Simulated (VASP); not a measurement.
# Be2Se (I4/mmm) in VASP: further runs, part 2 of 2

VASP 6.6.1.

## (3) Relaxation of cell and atoms, PBE

This run uses another cell than the first one, of 14.50 Å³/atom, 0.640 times its volume.

File INCAR:

```
PREC = Accurate
ENCUT = 600
EDIFF = 1E-6
ISMEAR = 0
SIGMA = 0.1
LREAL = False
LASPH = True
NELM = 80
ALGO = Normal
ISIF = 3
LWAVE = False
LCHARG = False
GGA = PE
IBRION = 2
NSW = 90
EDIFFG = -0.04
```

File KPOINTS:

```
regular mesh
0
Gamma
  6 6 6
```

File POSCAR:

```
Be2Se
1.0
   -1.8784899183      1.8784899183      3.0809166269
    1.8784899183     -1.8784899183      3.0809166269
    1.8784899183      1.8784899183     -3.0809166269
Be Se
2 1
Direct
    0.5930000000      0.5930000000      0.0000000000
    0.4070000000      0.4070000000      0.0000000000
    0.0000000000      0.0000000000      0.0000000000
```

Potentials or basis: VASP PAW PBE potentials, release 64 (Be, Se).

Started as:

```console
$ cat potpaw_PBE.64/Be/POTCAR potpaw_PBE.64/Se/POTCAR > POTCAR
$ mpirun -np 1 vasp_std > vasp.out
```

OUTCAR:

```text
PREC = Accurate
   ENCUT = 600
   EDIFF = 1E-6
   ISMEAR = 0
   LREAL = False
   LASPH = True
   NELM = 80
   ISIF = 3
   GGA = PE
   IBRION = 2
   NSW = 90
   EDIFFG = -0.04

 ion  position               nearest neighbor table
   1  0.593  0.593  0.000-   2 1.15   3 2.51
   2  0.407  0.407  0.000-   1 1.15   3 2.51
   3  0.000  0.000  0.000-   1 2.51   2 2.51

 -----------------------------------------------------------------------------
|                                                                             |
|           W    W    AA    RRRRR   N    N  II  N    N   GGGG   !!!           |
|           W    W   A  A   R    R  NN   N  II  NN   N  G    G  !!!           |
|           W    W  A    A  R    R  N N  N  II  N N  N  G       !!!           |
|           W WW W  AAAAAA  RRRRR   N  N N  II  N  N N  G  GGG   !            |
|           WW  WW  A    A  R   R   N   NN  II  N   NN  G    G                |
|           W    W  A    A  R    R  N    N  II  N    N   GGGG   !!!           |
|                                                                             |
|     The distance between some ions is very small. Please check the          |
|     nearest-neighbor list in the OUTCAR file.                               |
|     I HOPE YOU KNOW WHAT YOU ARE DOING!                                     |
|                                                                             |
 -----------------------------------------------------------------------------

  LATTYP: Found a body centered tetragonal cell.
 ALAT       =     3.7569798366
 C/A-ratio  =     1.6401028277

  Lattice vectors:

 A1 = (  -1.8784899183,   1.8784899183,   3.0809166269)
 A2 = (   1.8784899183,  -1.8784899183,   3.0809166269)
[... 310 lines left out ...]
      9      11.5854      0.00000
[... 265 lines left out ...]
 k-point    24 :      -0.1667   -0.3333    0.1667
  band No.  band energies     occupation
      1      -9.7483      2.00000
      2      -1.7569      2.00000
      3       0.5728      2.00000
      4       1.7696      2.00000
      5       3.8395      2.00000
      6       6.5308      0.00000
      7       8.3666      0.00000
      8       8.8315      0.00000
      9      10.2702      0.00000

 [... further k-points ...]

[... ionic steps 4 to 38 ...]

--------------------------------------- Ionic step       39  -------------------------------------------

 number of electron      10.0000000 magnetization

------------------------ aborting loop because EDIFF is reached ----------------------------------------
[... 69 lines left out ...]
--------------------------------------- Ionic step       41  -------------------------------------------

 number of electron      10.0000000 magnetization

 Free energy of the ion-electron system (eV)
  ---------------------------------------------------
  ext. energy  EPLUGINS =         0.00000000
  ---------------------------------------------------
  free energy    TOTEN  =        -9.15299792 eV

  energy without entropy =       -9.15299787  energy(sigma->0) =       -9.15299790

 E-fermi :   1.6317     XC(G=0):  -7.8623

 val. band max:        1.3049201889   @ k =   0.5000   0.0000  -0.0000
 cond. band min:       1.9584195506   @ k =   0.5000   0.0000  -0.0000
 fundamental gap:      0.6534993617
 Fermi energy:         1.6316702617

 k-point     1 :       0.0000    0.0000    0.0000
  band No.  band energies     occupation
      1     -11.9290      2.00000
      2      -3.0851      2.00000
      3      -1.2211      2.00000
      4       0.0193      2.00000
      5       0.0193      2.00000
      6       4.2279      0.00000
      7       4.2279      0.00000
      8       4.9749      0.00000
      9       5.6271      0.00000
[... 306 lines left out ...]
  FREE ENERGIE OF THE ION-ELECTRON SYSTEM (eV)
  ---------------------------------------------------
  free  energy   TOTEN  =        -9.1529979223 eV

  energy  without entropy=       -9.1529978740  energy(sigma->0) =       -9.15299790

 reached required accuracy - stopping structural energy minimisation
```

OSZICAR:

```text
N       E                     dE             d eps       ncg     rms          rms(c)
DAV:   1     0.310455957819E+02    0.31046E+02   -0.48994E+03   540   0.107E+03
DAV:   2    -0.199111357889E+01   -0.33037E+02   -0.32162E+02   832   0.147E+02
DAV:   3    -0.317324784624E+01   -0.11821E+01   -0.11724E+01   673   0.264E+01
DAV:   4    -0.318379448097E+01   -0.10547E-01   -0.10525E-01   796   0.261E+00
[... 337 lines left out ...]
       N       E                     dE             d eps       ncg     rms          rms(c)
DAV:   1    -0.915302124257E+01   -0.14104E-03   -0.11747E-03   598   0.225E-01    0.235E-02
DAV:   2    -0.915300282417E+01    0.18418E-04   -0.45091E-05   590   0.489E-02    0.122E-02
DAV:   3    -0.915299784532E+01    0.49788E-05   -0.18521E-05   651   0.265E-02    0.251E-03
DAV:   4    -0.915299792226E+01   -0.76935E-07   -0.16658E-06   341   0.853E-03
  41 F= -.91529979E+01 E0= -.91529979E+01  d E =-.117711E-03
```

CONTCAR:

```text
Be2Se
   1.00000000000000
    -2.3601977266825731    2.3601977266825731    3.0370570292754415
     2.3601977266825731   -2.3601977266825731    3.0370570292754415
     2.3601977266825731    2.3601977266825731   -3.0370570292754415
  Be              Se
     2     1
Direct
     0.6629296153761770    0.6629296153761770    0.0000000000000000
     0.3370703846238229    0.3370703846238229    0.0000000000000000
     0.0000000000000000    0.0000000000000000    0.0000000000000000

  0.00000000E+00  0.00000000E+00  0.00000000E+00
  0.00000000E+00  0.00000000E+00  0.00000000E+00
  0.00000000E+00  0.00000000E+00  0.00000000E+00
```

It took 3.1 min on 1 thread of Intel Xeon 6975P-C (Granite Rapids), shared host; peak memory 0.24 GiB.

What came out:

* Free energy: -9.1530 eV
* Relaxed volume: 22.56 Å³/atom
* Relaxed cell: a = 4.513 Å, b = 4.513 Å, c = 4.513 Å, α = 116.93°, β = 116.93°, γ = 95.40°
* Space group after relaxing (to 0.05 Å): I4/mmm (No. 139)
* Energy gained by relaxing: 2702.5 meV/atom
* Ionic steps: 41
* Pressure after relaxing: 0.0 GPa
* Largest force after relaxing: 0.019 eV/Å
* Band gap on the k mesh: 0.65 eV, direct

Forces on the atoms (eV/Å):
```
Be   0.000  0.000  0.019
Be   0.000  0.000 -0.019
Se   0.000  0.000  0.000
```

The path:
| step | energy change (eV) | largest force (eV/Å) | pressure (GPa) | volume (Å³) |
| --- | --- | --- | --- | --- |
| 1 | 0.0000 | 27.8936 | 28.06 | 43.49 |
| 3 | -6.4357 | 5.1811 | 13.39 | 56.61 |
| 5 | -7.2774 | 2.0585 | 3.87 | 54.15 |
| 7 | -7.8549 | 0.5817 | -4.42 | 46.28 |
| 9 | -7.9363 | 0.1769 | -2.00 | 45.29 |
| 11 | -7.9456 | 0.1422 | -1.22 | 45.00 |
| 13 | -7.9529 | 0.1161 | 0.10 | 44.39 |
| 15 | -7.9544 | 0.0165 | 0.32 | 44.41 |
| 17 | -7.9559 | 0.0553 | 0.20 | 44.83 |
| 19 | -7.9707 | 0.0122 | 0.05 | 46.97 |
| 21 | -7.9909 | 0.6379 | 4.87 | 55.60 |
| 23 | -8.0202 | 0.2939 | 3.40 | 53.08 |
| 25 | -8.0210 | 0.2620 | 3.30 | 52.84 |
| 27 | -8.0216 | 0.2811 | 3.32 | 53.04 |
| 29 | -8.0230 | 0.3367 | 3.54 | 53.85 |
| 31 | -8.0236 | 0.3791 | 3.69 | 54.37 |
| 33 | -8.0297 | 0.3893 | 3.47 | 54.91 |
| 35 | -8.0518 | 0.4382 | 2.65 | 57.38 |
| 37 | -8.0943 | 0.6026 | 0.33 | 67.86 |
| 39 | -8.1072 | 0.0556 | -0.05 | 67.71 |
| 41 | -8.1074 | 0.0194 | 0.01 | 67.67 |

Final structure:
```xyz
3
Lattice="-2.3602 2.3602 3.0371 2.3602 -2.3602 3.0371 2.3602 2.3602 -3.0371" Properties=species:S:1:pos:R:3 pbc="T T T"
Be    0.0000    0.0000    4.0267
Be    0.0000    0.0000    2.0474
Se    0.0000    0.0000    0.0000
```

Caveat: the volume moved by over 15 % at a fixed basis, so the end points are rough.

## (4) Single point, PBE

This run uses another cell than the first one, of 23.13 Å³/atom, 1.021 times its volume.

File INCAR:

```
PREC     = Accurate       # precision mode
ENCUT    = 520            # plane-wave cutoff, eV
EDIFF    = 1E-6           # SCF threshold, eV
ISMEAR   = 0              # smearing method
SIGMA    = 0.02           # smearing width, eV
LREAL    = F              # projectors in reciprocal space
LASPH    = T              # aspherical terms in the spheres
NELM     = 60             # most SCF steps
ALGO     = Normal         # electronic algorithm
ISIF     = 2              # what is computed and relaxed
LWAVE    = F              # write WAVECAR
LCHARG   = F              # write CHGCAR
GGA      = PE             # functional
NBANDS   = 12             # bands
```

File KPOINTS:

```
Automatic mesh
0
Gamma
  8 8 8
```

File POSCAR:

```
Be2Se
1.0
   -2.3917673363      2.3917673363      3.0322016955
    2.3917673363     -2.3917673363      3.0322016955
    2.3917673363      2.3917673363     -3.0322016955
Be Se
2 1
Direct
    0.6636638280      0.6636638280      0.0000000000
    0.3363361720      0.3363361720      0.0000000000
    0.0000000000      0.0000000000      0.0000000000
```

Started as:

```console
$ cat potpaw_PBE.64/Be/POTCAR potpaw_PBE.64/Se/POTCAR > POTCAR
$ mpirun -np 1 vasp_std > vasp.out
```

Run time: 17 s. Hardware: 1 thread of Intel Xeon 6975P-C (Granite Rapids), shared host; peak memory 0.23 GiB.

The run converged. Its results:

```yaml
Free_energy: -9.1551 eV
Pressure: 0.1 GPa
Largest_force: 0.026 eV/Å
Band_gap_on_the_k_mesh: 0.79 eV, direct
```

Forces in eV/Å, atoms in the order of the input:
```
Be   0.000  0.000 -0.026
Be   0.000  0.000  0.026
Se   0.000  0.000  0.000
```

Stress tensor (GPa, compression positive):
```
0.01 0.00 0.00
0.00 0.01 0.00
0.00 0.00 0.17
```

Levels at points of the mesh, in eV from the valence-band top:
| k point | band 2 | band 3 | band 4 | band 5 | band 6 | band 7 | band 8 | band 9 |
| --- | --- | --- | --- | --- | --- | --- | --- | --- |
| (0.00, 0.00, 0.00) | -4.33 | -2.43 | -1.20 | -1.20 | 3.05 | 3.05 | 3.72 | 3.72 |
| (0.50, 0.00, 0.00) | -5.38 | -2.88 | -1.78 | 0.00 | 0.79 | 1.85 | 3.68 | 6.40 |
| (0.50, 0.50, 0.00) | -4.89 | -3.71 | -2.01 | -1.52 | 1.79 | 3.68 | 4.74 | 5.38 |
| (0.50, 0.50, 0.50) | -5.63 | -2.78 | -2.78 | -1.88 | 4.25 | 4.67 | 4.67 | 5.76 |

## (5) Relaxation of cell and atoms, PBE

File INCAR:

```
SYSTEM = Be2Se
  ALGO = Normal
  EDIFF = 1E-6
  EDIFFG = -0.01
  ENCUT = 600
  GGA = PE
  IBRION = 2
  ISIF = 3
  ISMEAR = 0
  LASPH = .True.
  LCHARG = .False.
  LREAL = .False.
  LWAVE = .False.
  NELM = 80
  NSW = 100
  PREC = Accurate
  SIGMA = 0.02
```

File KPOINTS:

```
k-points
0
Gamma
  8 8 8
  0 0 0
```

File POSCAR:

```
Be2Se
1.0
   -2.3658697529      2.3658697529      3.0342849960
    2.3658697529     -2.3658697529      3.0342849960
    2.3658697529      2.3658697529     -3.0342849960
Be Se
2 1
Direct
    0.6632736457      0.6632736457      0.0000000000
    0.3367263543      0.3367263543      0.0000000000
    0.0000000000      0.0000000000      0.0000000000
```

Started as:

```console
$ cat potpaw_PBE.64/Be/POTCAR potpaw_PBE.64/Se/POTCAR > POTCAR
$ mpirun -np 1 vasp_std > vasp.out
```

Wall time 62 s (1 thread of Intel Xeon 6975P-C (Granite Rapids), shared host); peak memory 0.24 GiB.

It converged, with:

| Item | Value |
| --- | --- |
| Free energy | -9.1552 eV |
| Relaxed volume | 22.99 Å³/atom |
| Relaxed cell | a = 4.536 Å, b = 4.536 Å, c = 4.536 Å, α = 116.58°, β = 116.58°, γ = 96.03° |
| Space group after relaxing (to 0.05 Å) | I4/mmm (No. 139) |
| Energy gained by relaxing | 0.1 meV/atom |
| Ionic steps | 8 |
| Pressure after relaxing | 0.0 GPa |
| Band gap on the k mesh | 0.76 eV, direct |

The path:
```csv
step,energy change (eV),largest force (eV/Å),pressure (GPa),volume (Å³)
1,0.0000,0.0241,0.11,67.94
2,-0.0001,0.0134,0.01,68.08
3,-0.0001,0.0102,0.02,68.07
4,-0.0001,0.0168,0.04,68.17
5,-0.0002,0.0308,0.09,68.38
6,-0.0002,0.0283,0.10,68.44
7,-0.0003,0.0190,0.06,68.62
8,-0.0004,0.0013,0.02,68.98
```

Final structure:
```cif
data_structure
_symmetry_space_group_name_H-M 'P 1'
_symmetry_Int_Tables_number 1
_cell_length_a 4.5358
_cell_length_b 4.5358
_cell_length_c 4.5358
_cell_angle_alpha 116.582
_cell_angle_beta 116.582
_cell_angle_gamma 96.029
_cell_volume 68.98
loop_
_atom_site_label
_atom_site_type_symbol
_atom_site_fract_x
_atom_site_fract_y
_atom_site_fract_z
_atom_site_occupancy
Be1 Be 0.66340 0.66340 0.00000 1
Be2 Be 0.33660 0.33660 0.00000 1
Se1 Se 0.00000 0.00000 0.00000 1
```

Levels at points of the mesh, in eV from the valence-band top:
```tsv
k point	band 2	band 3	band 4	band 5	band 6	band 7	band 8	band 9
(0.00, 0.00, 0.00)	-4.34	-2.45	-1.21	-1.21	3.02	3.02	3.70	3.70
(0.50, 0.00, 0.00)	-5.41	-2.91	-1.80	0.00	0.76	1.83	3.63	6.36
(0.50, 0.50, 0.00)	-4.92	-3.75	-2.04	-1.56	1.74	3.68	4.74	5.33
(0.50, 0.50, 0.50)	-5.66	-2.81	-2.81	-1.91	4.22	4.66	4.66	5.75
```

## (6) The runs side by side

```tsv
task	cell	k mesh	cutoff (eV)	smearing	gap on the mesh (eV)	pressure (GPa)	relaxed volume (Å³/atom)	largest force (eV/Å)
single point	a = 4.517 Å, angles 116.8, 116.8, 95.6°, 3 atoms	6 × 6 × 6	520	gaussian 0.1 eV	0.68	0.1	-	0.02
relaxation of cell and atoms	relaxed from a = 4.068 Å, angles 125.0, 125.0, 81.5°, 3 atoms	6 × 6 × 6	600	gaussian 0.1 eV	0.65	0.0	22.56	0.02
single point	a = 4.543 Å, angles 116.5, 116.5, 96.3°, 3 atoms	8 × 8 × 8	520	gaussian 0.02 eV	0.79	0.1	-	0.03
relaxation of cell and atoms	relaxed from a = 4.517 Å, angles 116.8, 116.8, 95.6°, 3 atoms	8 × 8 × 8	600	gaussian 0.02 eV	0.76	0.0	22.99	-
```

Alike in all rows: level PBE; potentials or basis VASP PAW PBE potentials, release 64 (Be, Se); no spin polarisation.

Caveats: the volume moved by over 15 % at a fixed basis, so the end points are rough (some runs).

Absolute energies hang on the potentials; compare differences alone.
